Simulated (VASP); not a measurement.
Input of a VASP 6.6.1 run:

INCAR

```
SYSTEM = CoPtO2
  PREC = Accurate
  ENCUT = 520
  EDIFF = 1E-7
  ISMEAR = 0
  SIGMA = 0.15
  LREAL = .False.
  LASPH = .True.
  NELM = 60
  ALGO = Normal
  ISIF = 2
  LWAVE = .False.
  LCHARG = .False.
  GGA = PS
  NBANDS = 24
```

The input KPOINTS:

```
Automatic mesh
0
Gamma
  18 18 18
  0 0 0
```

File POSCAR:

```
CoPtO2
1.0
    1.4472443081      0.8355668909      5.8103900715
   -1.4472443081      0.8355668909      5.8103900715
    0.0000000000     -1.6711337818      5.8103900715
Co Pt O
1 1 2
Direct
    0.5000000000      0.5000000000      0.5000000000
    0.0000000000      0.0000000000      0.0000000000
    0.8877632707      0.8877632707      0.8877632707
    0.1122367293      0.1122367293      0.1122367293
```

Potentials or basis: VASP PAW PBE potentials, release 64 (Co, Pt, O).

Command:

```sh
$ cat potpaw_PBE.64/Co/POTCAR potpaw_PBE.64/Pt/POTCAR potpaw_PBE.64/O/POTCAR > POTCAR
$ mpirun -np 1 vasp_std > vasp.out
```

(1) Estimate the band gap on the k mesh.

(2) What does it give for the pressure?

(3) Predict the largest force.

Answers

(1) zero (an odd number of electrons rules out a gap without spin polarisation).

(2) -7.6 GPa.

(3) 0.719 eV/Å.

Caveat: the cell differs from its parent crystal (strain +0.030 along x and y, -0.015 along z); the stress differs along the axes, from -13 to 4 GPa; the PAW data sets were made with another functional, which shifts forces and pressure a little; spin-orbit coupling is left out, which moves the levels of the heavy elements; an odd number of electrons without spin polarisation forces a metal; a magnetic or distorted state may lie lower; the run has no spin polarisation, though such a crystal can be magnetic; semilocal functionals often make such compounds metallic where correlation or magnetic order opens a gap, which also shifts bond lengths.
